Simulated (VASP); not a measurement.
Write the native input for VASP 6.6.1 that does the following.

```yaml
Task: single point
Functional: PBE
Potentials_or_basis: VASP PAW PBE potentials, release 64 (La, Si, F)
Cutoff: 520 eV
k_mesh: 8 × 8 × 4
Occupations: gaussian, width 0.1 eV
Spin: no spin polarisation
Dipole_correction: no
Further_INCAR_settings: ALGO = Normal; EDIFF = 1e-06; NBANDS = 43
```

The structure of La2SiF lies in POSCAR:

```
La2SiF
1.0
    4.8627534654      0.0000000000      0.0000000000
    0.0000000000      4.8627534654      0.0000000000
    0.0000000000      0.0000000000     10.6280048367
La Si F
4 2 2
Direct
    0.5000000000      0.5000000000      0.0000000000
    0.0000000000      0.0000000000      0.0000000000
    0.0000000000      0.5000000000      0.3541348044
    0.5000000000      0.0000000000      0.6458651956
    0.5000000000      0.5000000000      0.5000000000
    0.0000000000      0.0000000000      0.5000000000
    0.0000000000      0.5000000000      0.9275632784
    0.5000000000      0.0000000000      0.0724367216
```

These files were run (other wordings do the same):

INCAR

```
  ALGO = Normal
  EDIFF = 1E-6
  ENCUT = 520
  GGA = PE
  ISIF = 2
  ISMEAR = 0
  LASPH = True
  LCHARG = True
  LELF = True
  LREAL = False
  LVHAR = True
  LWAVE = False
  NBANDS = 43
  NELM = 100
  PREC = Accurate
  SIGMA = 0.1
```

KPOINTS

```
k-points
0
Gamma
  8 8 4
```

Potentials or basis: VASP PAW PBE potentials, release 64 (La, Si, F).

Run with:

```bash
$ cat potpaw_PBE.64/La/POTCAR potpaw_PBE.64/Si/POTCAR potpaw_PBE.64/F/POTCAR > POTCAR
$ mpirun -np 1 vasp_std > vasp.out
```

It gave:

```yaml
Pressure: -0.1 GPa
Largest_force: 0.007 eV/Å
Band_gap_on_the_k_mesh: zero (bands 33 and 34 overlap by 0.42 eV)
```

Caveat: spin-orbit coupling is left out, which moves the levels of the heavy elements.

Wall time 6.8 min on 1 thread of Intel(R) Xeon(R) 6975P-C (Granite Rapids), with other jobs on the host, peak memory 0.6 GiB.
